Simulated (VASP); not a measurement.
# P in VASP: a series of runs

Aim: see how the results for P move with the level of theory and the settings. Levels: PBE+D3(BJ), r2SCAN. Tasks: single point.

All numbers are computed with VASP 6.6.1; they aren't measurements. Logs are shortened: lines on timing, memory, paths and dates and some standing lists are left out, and cuts for length are marked.

**1. The cell of the first run**

The cell holds a slab with vacuum, 12 atoms: a = 3.323 Å, b = 4.165 Å, c = 50.727 Å, α = 90.00°, β = 90.00°, γ = 90.00°.

**2. Single point, PBE+D3(BJ) (atoms taken out)**

INCAR reads:

```
SYSTEM = P
  PREC = Accurate
  ENCUT = 520
  EDIFF = 1E-6
  ISMEAR = 0
  SIGMA = 0.1
  LREAL = .FALSE.
  LASPH = .TRUE.
  NELM = 80
  ALGO = Normal
  ISIF = 2
  LWAVE = .FALSE.
  LCHARG = .FALSE.
  LDIPOL = .TRUE.
  IDIPOL = 3
  DIPOL = 0.5 0.5 0.500
  GGA = PE
  IVDW = 12
  NBANDS = 42
```

KPOINTS reads:

```
Automatic mesh
0
G
  6 4 1
  0 0 0
```

POSCAR reads:

```
P
1.0
    3.3228294068      0.0000000000      0.0000000000
    0.0000000000      4.1648374661      0.0000000000
    0.0000000000      0.0000000000     50.7267830162
P
12
Direct
    0.0000000000      0.5718894420      0.3781374377
    0.5000000000      0.9281105580      0.3781374377
    0.5000000000      0.0718894420      0.4208927202
    0.0000000000      0.4281105580      0.4208927202
    0.5000000000      0.5718894420      0.4786223588
    0.0000000000      0.9281105580      0.4786223588
    0.0000000000      0.0718894420      0.5213776412
    0.5000000000      0.4281105580      0.5213776412
    0.0000000000      0.5718894420      0.5791072798
    0.5000000000      0.9281105580      0.5791072798
    0.5000000000      0.0718894420      0.6218625623
    0.0000000000      0.4281105580      0.6218625623
```

Potentials or basis: VASP PAW PBE potentials, release 64 (P).

Launch:

```
$ cat potpaw_PBE.64/P/POTCAR > POTCAR
$ mpirun -np 1 vasp_std > vasp.out
```

OUTCAR:

```text
SYSTEM = P
   PREC = Accurate
   ENCUT = 520
   EDIFF = 1E-6
   ISMEAR = 0
   LREAL = .FALSE.
   LASPH = .TRUE.
   NELM = 80
   ISIF = 2
   GGA = PE
   IVDW = 12
 IVDW          = 12

 ion  position               nearest neighbor table
   1  0.000  0.572  0.378-   2 2.23   2 2.23   4 2.25
   2  0.500  0.928  0.378-   1 2.23   1 2.23   3 2.25
   3  0.500  0.072  0.421-   4 2.23   4 2.23   2 2.25
   4  0.000  0.428  0.421-   3 2.23   3 2.23   1 2.25
   5  0.500  0.572  0.479-   6 2.23   6 2.23   8 2.25
   6  0.000  0.928  0.479-   5 2.23   5 2.23   7 2.25
   7  0.000  0.072  0.521-   8 2.23   8 2.23   6 2.25
   8  0.500  0.428  0.521-   7 2.23   7 2.23   5 2.25
   9  0.000  0.572  0.579-  10 2.23  10 2.23  12 2.25
  10  0.500  0.928  0.579-   9 2.23   9 2.23  11 2.25
  11  0.500  0.072  0.622-  12 2.23  12 2.23  10 2.25
  12  0.000  0.428  0.622-  11 2.23  11 2.23   9 2.25

  LATTYP: Found a simple orthorhombic cell.
 ALAT       =     3.3228294068
 B/A-ratio  =     1.2534009292
 C/A-ratio  =    15.2661412326

  Lattice vectors:

 A1 = (   3.3228294068,   0.0000000000,   0.0000000000)
 A2 = (   0.0000000000,   4.1648374661,   0.0000000000)
 A3 = (   0.0000000000,   0.0000000000,  50.7267830162)

Analysis of symmetry for initial positions (statically):
=====================================================================
 Subroutine PRICEL returns:
 Original cell was already a primitive cell.

 Routine SETGRP: Setting up the symmetry group for a
 simple orthorhombic supercell.

 Subroutine GETGRP returns: Found  8 space group operations
 (whereof  4 operations were pure point group operations)
 out of a pool of  8 trial point group operations.

The static configuration has the point symmetry C_2h.
 The point group associated with its full space group is D_2h.

Analysis of symmetry for dynamics (positions and initial velocities):
=====================================================================
 Subroutine PRICEL returns:
 Original cell was already a primitive cell.

 Routine SETGRP: Setting up the symmetry group for a
 simple orthorhombic supercell.

 Subroutine GETGRP returns: Found  8 space group operations
 (whereof  4 operations were pure point group operations)
 out of a pool of  8 trial point group operations.

The dynamic configuration has the point symmetry C_2h.
 The point group associated with its full space group is D_2h.

 Subroutine INISYM returns: Found  8 space group operations
 (whereof  4 operations are pure point group operations),
 and found     1 'primitive' translations

----------------------------------------------------------------------------------------

                                     Primitive cell

  volume of cell :     702.0102

  direct lattice vectors                    reciprocal lattice vectors
     3.322829407  0.000000000  0.000000000     0.300948342  0.000000000  0.000000000
     0.000000000  4.164837466  0.000000000     0.000000000  0.240105408  0.000000000
     0.000000000  0.000000000 50.726783016     0.000000000  0.000000000  0.019713452

  length of vectors
     3.322829407  4.164837466 50.726783016     0.300948342  0.240105408  0.019713452

  position of ions in fractional coordinates (direct lattice)
     0.000000000  0.571889442  0.378137438
     0.500000000  0.928110558  0.378137438
     0.500000000  0.071889442  0.420892720
     0.000000000  0.428110558  0.420892720
     0.500000000  0.571889442  0.478622359
     0.000000000  0.928110558  0.478622359
     0.000000000  0.071889442  0.521377641
     0.500000000  0.428110558  0.521377641
     0.000000000  0.571889442  0.579107280
     0.500000000  0.928110558  0.579107280
     0.500000000  0.071889442  0.621862562
     0.000000000  0.428110558  0.621862562

  ion indices of the primitive-cell ions
   primitive index   ion index
                 1           1
                 2           2
                 3           3
                 4           4
                 5           5
                 6           6
                 7           7
                 8           8
                 9           9
                10          10
                11          11
                12          12

----------------------------------------------------------------------------------------

 KPOINTS: Automatic mesh

Automatic generation of k-mesh.
 Grid dimensions read from file:
 generate k-points for:    6    4    1

 Generating k-lattice:

  Cartesian coordinates                     Fractional coordinates (reciprocal lattice)
     0.050158057  0.000000000  0.000000000     0.166666667  0.000000000  0.000000000
     0.000000000  0.060026352  0.000000000     0.000000000  0.250000000  0.000000000
     0.000000000  0.000000000  0.019713452     0.000000000  0.000000000  1.000000000

  Length of vectors
     0.050158057  0.060026352  0.019713452

  Shift w.r.t. Gamma in fractional coordinates (k-lattice)
     0.000000000  0.000000000  0.000000000

 Subroutine IBZKPT returns following result:
 ===========================================

 Found     12 irreducible k-points:

 Following reciprocal coordinates:
            Coordinates               Weight
  0.000000  0.000000  0.000000      1.000000
  0.166667  0.000000  0.000000      2.000000
  0.333333  0.000000  0.000000      2.000000
  0.500000  0.000000  0.000000      1.000000
  0.000000  0.250000  0.000000      2.000000
  0.166667  0.250000  0.000000      4.000000
  0.333333  0.250000  0.000000      4.000000
  0.500000  0.250000  0.000000      2.000000
  0.000000  0.500000  0.000000      1.000000
  0.166667  0.500000  0.000000      2.000000
  0.333333  0.500000  0.000000      2.000000
  0.500000  0.500000  0.000000      1.000000
   k-points           NKPTS =     12   k-points in BZ     NKDIM =     12   number of bands    NBANDS=     42
   number of dos      NEDOS =    301   number of ions     NIONS =     12
   total plane-waves  NPLWV = 338688
   dimension x,y,z NGX =    28 NGY =   32 NGZ =  378
   dimension x,y,z NGXF=    56 NGYF=   64 NGZF=  756
   ions per type =              12
   NGX,Y,Z   is equivalent  to a cutoff of  14.01, 12.77, 12.39 a.u.
   NGXF,Y,Z  is equivalent  to a cutoff of  28.02, 25.55, 24.78 a.u.
 SYSTEM =  P
   PREC   = accura    normal or accurate (medium, high low for compatibility)
   ISTART =      0    job   : 0-new  1-cont  2-samecut
   ICHARG =      2    charge: 1-file 2-atom 10-const
   ISPIN  =      1    spin polarized calculation?
   LNONCOLLINEAR =      F non collinear calculations
   LSORBIT =      F    spin-orbit coupling
   LASPH  =      T    aspherical Exc in radial PAW
   ENCUT  =  520.0 eV  38.22 Ry    6.18 a.u.   6.18  7.74 94.32*2*pi/ulx,y,z
   NELM   =     80;   NELMIN=  2; NELMDL= -5     # of ELM steps
   EDIFF  = 0.1E-05   stopping-criterion for ELM
   LREAL  =      F    real-space projection
   EDIFFG = 0.1E-04   stopping-criterion for IOM
   NSW    =      0    number of steps for IOM
   IBRION =     -1    ionic relax: 0-MD 1-quasi-New 2-CG
   NFREE  =      0    steps in history (QN), initial steepest desc. (CG)
   ISIF   =      2    stress and relaxation
   ISYM   =      2    0-nonsym 1-usesym 2-fastsym
   POTIM  = 0.5000    time-step for ionic-motion
   TEBEG  =    0.0;   TEEND  =   0.0 temperature during run
   PSTRESS=    0.0 pullay stress
   NELECT =      60.0000    total number of electrons
   NUPDOWN=      -1.0000    fix difference up-down
   EMIN   =  10.00;   EMAX   =-10.00  energy-range for DOS
   EFERMI =   0.00;   METHOD = LEGACY
   ISMEAR =     0;   SIGMA  =   0.10  broadening in eV -4-tet -1-fermi 0-gaus
   EFERMI_NEDOS =   21; number of points for ismear=-14 and -15
   IALGO  =     38    algorithm
   IMIX   =      4    mixing-type and parameters
     AMIX     =   0.40;   BMIX     =  1.00
     AMIX_MAG =   1.60;   BMIX_MAG =  1.00
  volume/ion in A,a.u.               =      58.50       394.78
  Fermi-wavevector in a.u.,A,eV,Ry     =   0.721125  1.362729  7.075326  0.520022
  Thomas-Fermi vector in A             =   1.810753
   LORBIT       =      0    0 simple, 1 ext, 2 COOP (PROOUT), +10 PAW based schemes
   GGA     = PE    functional components
   LHFCALC =     F    Hartree Fock is set to
   AEXX    =    0.0000 exact exchange contribution
   IVDW    =    12    specifies the selected vdW correction
   LEPSILON=     F    determine dielectric tensor
   LRPA    =     F    only Hartree local field effects (RPA)
 non-spin polarized calculation
 Gauss-broadening in eV      SIGMA  =   0.10
  energy-cutoff  :      520.00
  volume of cell :      702.01
 maximum number of plane-waves:     19040
 NGX is ok and might be reduce to    28
   NGX = 13   NGY = 15   NGZ =189

 number of electron      59.9999985 magnetization

 dipolmoment           0.000000      0.000000     -0.000000 electrons x Angstroem

 Free energy of the ion-electron system (eV)
  ---------------------------------------------------
  ext. energy  EPLUGINS =         0.00000000
  ---------------------------------------------------
  free energy    TOTEN  =       -64.10434007 eV

  energy without entropy =      -64.10258970  energy(sigma->0) =      -64.10346489

 E-fermi :  -0.8998     XC(G=0):  -3.3517

 val. band max:       -1.0040846442   @ k =   0.0000   0.0000   0.0000
 cond. band min:      -0.7696728451   @ k =   0.3333   0.0000   0.0000
 fundamental gap:      0.2344117992
 Fermi energy:        -0.8998077172

 k-point     1 :       0.0000    0.0000    0.0000
  band No.  band energies     occupation
      1     -16.8138      2.00000
      2     -16.6209      2.00000
      3     -16.5284      2.00000
      4     -14.2498      2.00000
      5     -13.8663      2.00000
      6     -13.6079      2.00000
[... 529 lines left out ...]
     41       3.9450      0.00000
     42       3.9455      0.00000

------------------------ aborting loop because EDIFF is reached ----------------------------------------

 vacuum level on the upper side and lower side of the slab       (xc-potential included)        -0.105        -0.105

 Edisp (eV)   -4.19782

 E8    (eV) :    -1.6273

  FORCE on cell =-STRESS in cart. coord.  units (eV):
  Direction    XX          YY          ZZ          XY          YZ          ZX
  --------------------------------------------------------------------------------------
  -------------------------------------------------------------------------------------
  Total       1.12018     0.09803    -1.16015     0.00000     0.00000     0.00000
  in kB       2.55655     0.22374    -2.64778     0.00000     0.00000     0.00000
  external pressure =        0.04 kB  Pullay stress =        0.00 kB

 VOLUME and BASIS-vectors are now :
 -----------------------------------------------------------------------------
  energy-cutoff  :      520.00
  volume of cell :      702.01
      direct lattice vectors                 reciprocal lattice vectors
     3.322829407  0.000000000  0.000000000     0.300948342  0.000000000  0.000000000
     0.000000000  4.164837466  0.000000000     0.000000000  0.240105408  0.000000000
     0.000000000  0.000000000 50.726783016     0.000000000  0.000000000  0.019713452

 POSITION                                       TOTAL-FORCE (eV/Angst)
 -----------------------------------------------------------------------------------
      0.00000      2.38183     19.18170         0.000000      0.098929      0.090119
      1.66141      3.86543     19.18170        -0.000000     -0.098929      0.090119
      1.66141      0.29941     21.35053         0.000000      0.013603     -0.077808
      0.00000      1.78301     21.35053        -0.000000     -0.013603     -0.077808
      1.66141      2.38183     24.27897        -0.000000      0.053237      0.031759
      0.00000      3.86543     24.27897        -0.000000     -0.053237      0.031759
      0.00000      0.29941     26.44781         0.000000      0.053237     -0.031759
      1.66141      1.78301     26.44781        -0.000000     -0.053237     -0.031759
      0.00000      2.38183     29.37625         0.000000      0.013603      0.077808
      1.66141      3.86543     29.37625         0.000000     -0.013603      0.077808
      1.66141      0.29941     31.54509         0.000000      0.098929     -0.090119
      0.00000      1.78301     31.54509        -0.000000     -0.098929     -0.090119
 -----------------------------------------------------------------------------------
    total drift:                               -0.000000      0.000000     -0.000000

  FREE ENERGIE OF THE ION-ELECTRON SYSTEM (eV)
  ---------------------------------------------------
  free  energy   TOTEN  =       -68.3021575013 eV

  energy  without entropy=      -68.3004071341  energy(sigma->0) =      -68.30128232

 vacuum level on the upper side and lower side of the slab         3.467         3.467
```

Wall time 13 min (1 thread of Intel Xeon Platinum 8259CL at 2.50GHz (Skylake/Cascade Lake), shared host); peak memory 0.78 GiB.

What came out:

```yaml
Free_energy: -68.3022 eV
Largest_force: 0.134 eV/Å
Band_gap_on_the_k_mesh: 0.23 eV (least direct gap 0.43 eV)
Dispersion_energy_per_atom: -0.350 eV
```

Forces on the atoms (eV/Å):
```
P    0.000  0.099  0.090
P    0.000 -0.099  0.090
P    0.000  0.014 -0.078
P    0.000 -0.014 -0.078
P    0.000  0.053  0.032
P    0.000 -0.053  0.032
P    0.000  0.053 -0.032
P    0.000 -0.053 -0.032
P    0.000  0.014  0.078
P    0.000 -0.014  0.078
P    0.000  0.099 -0.090
P    0.000 -0.099 -0.090
```

Levels at points of the mesh, in eV from the valence-band top:
```
           k point  band 28  band 29  band 30  band 31  band 32  band 33
(0.00, 0.00, 0.00)    -0.91    -0.19     0.00     0.43     0.80     0.81
(0.50, 0.00, 0.00)    -2.40    -2.10    -2.10     0.84     0.84     1.02
(0.00, 0.50, 0.00)    -0.81    -0.75    -0.75     1.59     1.59     1.68
(0.50, 0.50, 0.00)    -2.11    -1.91    -1.91     1.94     1.94     2.11
```

Caveat: the cell differs from its parent crystal (atoms taken out).

**3. Single point, r2SCAN**

This run uses another cell than the first one: it holds 4 atoms, not 12.

POSCAR reads:

```
P
1.0
    3.2896253997      0.0000000000      0.0000000000
    0.0000000000      4.6349527190      0.0000000000
    0.0000000000      0.0000000000     30.3376758692
P
4
Direct
    0.0000000000      0.5914598852      0.4656575301
    0.5000000000      0.9085401148      0.4656575301
    0.5000000000      0.0914598852      0.5343424699
    0.0000000000      0.4085401148      0.5343424699
```

INCAR.step1 reads:

```
PREC = Accurate ; ENCUT = 440
ISMEAR = 0 ; SIGMA = 0.02
LREAL = False ; LASPH = True
NELM = 120 ; LDIPOL = True
IDIPOL = 3 ; DIPOL = 0.5 0.5 0.500
NBANDS = 18 ; GGA = PE
ALGO = Normal ; EDIFF = 1E-5
LWAVE = True ; LCHARG = False
GGA_COMPAT = False ; NELMDL = -8
```

INCAR.step2 reads:

```
PREC = Accurate ; ENCUT = 440
EDIFF = 1E-6 ; ISMEAR = 0
SIGMA = 0.02 ; LREAL = False
LASPH = True ; NELM = 120
ALGO = Normal ; ISIF = 2
LWAVE = False ; LCHARG = False
LDIPOL = True ; IDIPOL = 3
DIPOL = 0.5 0.5 0.500 ; METAGGA = R2SCAN
LMIXTAU = True ; NBANDS = 18
ISTART = 1 ; GGA_COMPAT = False
```

KPOINTS reads:

```
Automatic mesh
0
Gamma
  10 8 1
```

Potentials or basis: VASP PAW PBE potentials, release 64 (P).

Launch:

```
$ cat potpaw_PBE.64/P/POTCAR > POTCAR
$ cp INCAR.step1 INCAR
$ mpirun -np 1 vasp_std > vasp.out
$ cp INCAR.step2 INCAR
$ mpirun -np 1 vasp_std > vasp.out
```

OUTCAR:

```text
PREC = Accurate
   ENCUT = 440
   EDIFF = 1E-6
   ISMEAR = 0
   LREAL = False
   LASPH = True
   NELM = 120
   ISIF = 2
   METAGGA = R2SCAN
   ISTART = 1

 ion  position               nearest neighbor table
   1  0.000  0.591  0.466-   2 2.21   2 2.21   4 2.25
   2  0.500  0.909  0.466-   1 2.21   1 2.21   3 2.25
   3  0.500  0.091  0.534-   4 2.21   4 2.21   2 2.25
   4  0.000  0.409  0.534-   3 2.21   3 2.21   1 2.25

  LATTYP: Found a simple orthorhombic cell.
 ALAT       =     3.2896253997
 B/A-ratio  =     1.4089606432
[... 712 lines left out ...]
  --------------------------------------------------------------------------------------
  -------------------------------------------------------------------------------------
  Total       -0.3424567     -0.3624357     -0.2606488      0.0000000      0.0000000      0.0000000
  in kB       -1.1861570     -1.2553576     -0.9028014      0.0000000      0.0000000      0.0000000
  external PRESSURE =      -1.1147720 kB  Pullay stress =       0.0000000 kB

 VOLUME and BASIS-vectors are now :
 -----------------------------------------------------------------------------
  energy-cutoff  :      440.00
  volume of cell :      462.57
      direct lattice vectors                 reciprocal lattice vectors
     3.289625400  0.000000000  0.000000000     0.303985980  0.000000000  0.000000000
     0.000000000  4.634952719  0.000000000     0.000000000  0.215751931  0.000000000
     0.000000000  0.000000000 30.337675869     0.000000000  0.000000000  0.032962314

 POSITION                                       TOTAL-FORCE (eV/Angst)
 -----------------------------------------------------------------------------------
      0.00000      2.74139     14.12697        -0.000000      0.077684      0.058978
      1.64481      4.21104     14.12697         0.000000     -0.077684      0.058978
      1.64481      0.42391     16.21071        -0.000000      0.077684     -0.058978
      0.00000      1.89356     16.21071         0.000000     -0.077684     -0.058978
 -----------------------------------------------------------------------------------
    total drift:                               -0.000000     -0.000000      0.000000

  FREE ENERGIE OF THE ION-ELECTRON SYSTEM (eV)
  ---------------------------------------------------
  free  energy   TOTEN  =       -35.7893729260 eV

  energy  without entropy=      -35.7893729260  energy(sigma->0) =      -35.78937293

 vacuum level on the upper side and lower side of the slab         1.841         1.841
```

Wall time 8.7 min (1 thread of Intel Xeon 6975P-C (Granite Rapids), shared host); peak memory 0.49 GiB.

Results:

```
Free energy            : -35.7894 eV
Largest force          : 0.098 eV/Å
Band gap on the k mesh : 1.11 eV
```

Forces on the atoms (eV/Å):
```
P    0.000  0.078  0.059
P    0.000 -0.078  0.059
P    0.000  0.078 -0.059
P    0.000 -0.078 -0.059
```

Caveat: the PAW data sets were made with another functional, which shifts forces and pressure a little.
